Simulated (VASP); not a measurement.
Wanted: the native input for a VASP 6.6.1 run.

```
Task                   : single point
Functional             : PBE
Potentials or basis    : VASP PAW PBE potentials, release 64 (B, N)
Cutoff                 : 520 eV
k mesh                 : 12 × 12 × 6
Occupations            : gaussian, width 0.05 eV
Spin                   : no spin polarisation
Dipole correction      : no
Further INCAR settings : ALGO = Normal; EDIFF = 1e-07; NBANDS = 16
```

The structure of BN lies in POSCAR:

```
BN
1.0
    2.4779426931      0.0000000000      0.0000000000
   -1.2389713465      2.1459613213      0.0000000000
    0.0000000000      0.0000000000      4.2245145352
B N
2 2
Direct
    0.6666666667      0.3333333333      0.9998058547
    0.3333333333      0.6666666667      0.4998058547
    0.6666666667      0.3333333333      0.6251941453
    0.3333333333      0.6666666667      0.1251941453
```

This cell differs from its parent crystal: strain -0.030 along x and y, +0.000 along z.

The input as run:

INCAR

```
ALGO = Normal ; EDIFF = 1E-7
ENCUT = 520 ; GGA = PE
ISIF = 2 ; ISMEAR = 0
LASPH = True ; LCHARG = True
LELF = True ; LREAL = False
LVHAR = True ; LWAVE = False
NBANDS = 16 ; NELM = 60
PREC = Accurate ; SIGMA = 0.05
```

KPOINTS

```
k-points
0
Gamma
  12 12 6
```

Potentials or basis: VASP PAW PBE potentials, release 64 (B, N).

The run is started by

```sh
$ cat potpaw_PBE.64/B/POTCAR potpaw_PBE.64/N/POTCAR > POTCAR
$ mpirun -np 1 vasp_std > vasp.out
```

It gave:

| Item | Value |
| --- | --- |
| Pressure | 26.1 GPa |
| Largest force | 0.129 eV/Å |
| Band gap on the k mesh | 4.99 eV, indirect (least direct gap 7.87 eV) |

Caveat: the cell differs from its parent crystal (strain -0.030 along x and y, +0.000 along z).

Wall time 26 s on 1 thread of Intel(R) Xeon(R) Platinum 8259CL CPU @ 2.50GHz (Skylake/Cascade Lake), with other jobs on the host, peak memory 0.14 GiB.
